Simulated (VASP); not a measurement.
Runs of VASP 6.6.1 on Zn. It takes space group Im-3m (No. 229, cubic). The conventional cell has a = 3.138 Å, b = 3.138 Å, c = 3.138 Å, α = 90.00°, β = 90.00°, γ = 90.00°. Within 3.6 Å of Zn (site symmetry m-3m) lie 14 Zn at 2.72 to 3.14 Å. 

```csv
smearing,gap on the mesh (eV),pressure (GPa)
fermi-dirac 0.15 eV,none,-9.0
fermi-dirac 0.05 eV,none,-9.3
fermi-dirac 0.1 eV,none,(b)
fermi-dirac 0.025 eV,none,(a)
fermi-dirac 0.25 eV,none,-8.6
```

Alike in all rows: task single point; level PBEsol+D3(BJ); potentials or basis VASP PAW PBE potentials, release 64 (Zn); no spin polarisation; cell as given; k mesh 11 × 11 × 11; cutoff (eV) 520.

Q: Fill in the values left out.

A: (a) -9.4; (b) -9.2.

Caveats: three body term missing; the PAW data sets were made with another functional, which shifts forces and pressure a little; pairwise dispersion overbinds metals, which lowers pressure and volume.

A gap of «none» marks levels without a gap at the run's occupations.
